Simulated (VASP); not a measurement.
Write the native input for VASP 6.6.1 that does the following.

```
Task                   : single point
Functional             : PBE
Dispersion             : D3(BJ)
Potentials or basis    : VASP PAW PBE potentials, release 64 (C, O, H)
Cutoff                 : 520 eV
k mesh                 : 1 × 1 × 1
Occupations            : fermi-dirac, width 0.02 eV
Spin                   : no spin polarisation
Dipole correction      : no
Further INCAR settings : LREAL = Auto; ALGO = Normal; EDIFF = 1e-07; NBANDS = 64
```

The structure of H6C2O lies in POSCAR:

```
H6C2O
1.0
    7.2936330000      0.0000000000      0.0000000000
    0.0000000000      7.2936330000      0.0000000000
    0.0000000000      0.0000000000      7.2936330000
C O H
8 4 24
Direct
    0.2249907556      0.5480396395      0.3012627589
    0.0329191227      0.6128084591      0.3031685307
    0.6634690832      0.2555790784      0.6293845605
    0.7719472587      0.1731784421      0.7932260919
    0.3411742817      0.7298009099      0.7495167360
    0.1467444276      0.7114287215      0.8391839842
    0.5552376984     -0.0592571631      0.2264029462
    0.4378065088      0.1081491213      0.1928942682
   -0.0573513913      0.4836410058      0.1723283856
    0.7367658888     -0.0281752592      0.7801187693
    0.0575707607      0.5415956630      0.7851231341
    0.2418822005      0.0807005233      0.2160651626
   -0.1748785550      0.5314086958      0.1330475498
   -0.0219780732      0.5914884941      0.4420979229
    0.0200174591      0.7603481009      0.2527821183
    0.3120804131      0.6711607233      0.3393781947
    0.2517812454      0.4259879816      0.3796736140
    0.2763917515      0.5084983026      0.1588097454
    0.7818874352     -0.0683747043      0.8982217778
    0.9160318321      0.1848872846      0.7790219223
    0.7343391147      0.2363568334      0.9286455735
    0.6873940600      0.3927260941      0.6009899319
    0.7167347192      0.1981180024      0.4926625730
    0.5202619874      0.2300773839      0.6506085513
    0.0198803532      0.4707119209      0.8903793213
    0.1736994444      0.7093721332      0.9922764142
    0.0505920712      0.8170139627      0.7793372658
    0.3858433787      0.8790955070      0.7510660325
    0.4529429984      0.6454670807      0.8110635674
    0.3176057803      0.6993771143      0.6001124542
    0.1994753506      0.2078388095      0.2503416336
    0.4749347822      0.2198767062      0.2908838435
    0.4742218316      0.1389705240      0.0537180853
    0.6901910200      0.0019057718      0.2264166568
    0.5329717029     -0.1122074555      0.3754096210
    0.5486703266     -0.1786900986      0.1278238156
```

The input as run:

INCAR

```
SYSTEM = H6C2O
ALGO     = Normal         ! electronic algorithm
EDIFF    = 1E-7           ! SCF threshold, eV
ENCUT    = 520            ! plane-wave cutoff, eV
GGA      = PE             ! functional
ISIF     = 2              ! what is computed and relaxed
ISMEAR   = -1             ! smearing method
IVDW     = 12             ! dispersion correction
LASPH    = .TRUE.         ! aspherical terms in the spheres
LCHARG   = .FALSE.        ! write CHGCAR
LREAL    = Auto         
LWAVE    = .FALSE.        ! write WAVECAR
NBANDS   = 64             ! bands
NELM     = 100            ! most SCF steps
PREC     = Accurate       ! precision mode
SIGMA    = 0.02           ! smearing width, eV
```

KPOINTS

```
k-points
0
G
  1 1 1
  0 0 0
```

Potentials or basis: VASP PAW PBE potentials, release 64 (C, O, H).

Run with:

```bash
$ cat potpaw_PBE.64/C/POTCAR potpaw_PBE.64/O/POTCAR potpaw_PBE.64/H/POTCAR > POTCAR
$ mpirun -np 1 vasp_gam > vasp.out
```

It gave:

```
Pressure                   : -1.7 GPa
Largest force              : 3.000 eV/Å
Band gap on the k mesh     : 4.62 eV
Dispersion energy per atom : -0.037 eV
```

Caveat: the k points lie up to 0.86 Å⁻¹ apart.

Run time: 33 s on 1 thread of Intel(R) Xeon(R) 6975P-C (Granite Rapids), with other jobs on the host, peak memory 0.35 GiB.
